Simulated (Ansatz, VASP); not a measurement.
**One calculation of GdO, two programs**

Contents of INCAR:

```
PREC = Accurate ; ENCUT = 520
EDIFF = 1E-6 ; ISMEAR = -1
SIGMA = 0.05 ; LREAL = F
LASPH = T ; NELM = 150
ALGO = Normal ; ISIF = 2
LWAVE = F ; LCHARG = F
ISPIN = 2 ; MAGMOM = 7 0
LORBIT = 11 ; LMAXMIX = 6
GGA = PE ; NBANDS = 23
```

Contents of KPOINTS:

```
Automatic mesh
0
Gamma
  7 7 7
```

File POSCAR:

```
GdO
1.0
    0.0000000000      2.8080000000      2.7000000000
    2.8080000000      0.0000000000      2.7000000000
    2.8080000000      2.8080000000      0.0000000000
Gd O
1 1
Direct
    0.0000000000      0.0000000000      0.0000000000
    0.2500000000      0.2500000000      0.2500000000
```

input.yaml

```yaml
crystal:
  lattice:
    - [0.0, 2.808, 2.7]
    - [2.808, 0.0, 2.7]
    - [2.808, 2.808, 0.0]
  atoms:
    - { symbol: Gd, position: [0.0, 0.0, 0.0], spin: 7.0 }
    - { symbol: O, position: [0.25, 0.25, 0.25] }
hamiltonian:
  xc: pbe
  pseudopotentials: { kind: paw }
magnetization:
  spin_polarized: true
kpoints:
  mp_grid: { grid: [7, 7, 7] }
  band_path:
    path:
      - [[0.0, 0.0, 0.0], [0.0, 0.5, 0.5], [0.2704, 0.5, 0.7704], [0.3852, 0.3852, 0.7704], [0.0, 0.0, 0.0], [-0.5, -0.5, 0.0], [-0.3852, -0.3852, 0.2296], [0.0, 0.0, 0.5], [-0.25, 0.25, 0.5], [-0.5, -0.2704, 0.2296], [-0.5, -0.5, 0.0]]
      - [[0.0, 0.5, 0.5], [-0.25, 0.25, 0.5]]
    npoints: 14
scf:
  occupations: { method: fermi_dirac, width: 0.05 }
  n_extra_bands: 6
output:
  forces: true
  stress: true
  eigenvalues: true
  fatbands: false
```

Alike in both runs: functional PBE; k mesh 7 × 7 × 7; occupations fermi-dirac, width 0.05 eV; collinear spin.

|  | VASP | Ansatz |
| --- | --- | --- |
| version | VASP 6.6.1 | Ansatz 0.2.0 |
| potentials or method | VASP PAW PBE potentials, release 64 (Gd, O) | Ansatz PAW |
| plane-wave cutoff (eV) | 520 | 420 |
| valence electrons in the cell | 24 | 24 |
| task | single point | band structure |

VASP gave:

| Quantity | Value |
| --- | --- |
| gap on the k mesh at the Fermi level (eV) | none |
| pressure (GPa) | -6.8 |
| traceless stress, the component that is largest in VASP (GPa) | 1.67 |
| net moment per atom (μB) | 3.76 |
| size of the moment on the site where the two differ most (μB) | 6.84 |

Which values does Ansatz return?

gap on the k mesh at the Fermi level (eV): none; pressure (GPa): -6.7; traceless stress, the component that is largest in VASP (GPa): 1.67; net moment per atom (μB): 3.75; size of the moment on the site where the two differ most (μB): 6.83.

Site moments also hang on the region over which each program counts them. A gap of «none» marks a metal or a gap that the smearing closes.

Neither program's run includes spin-orbit coupling.
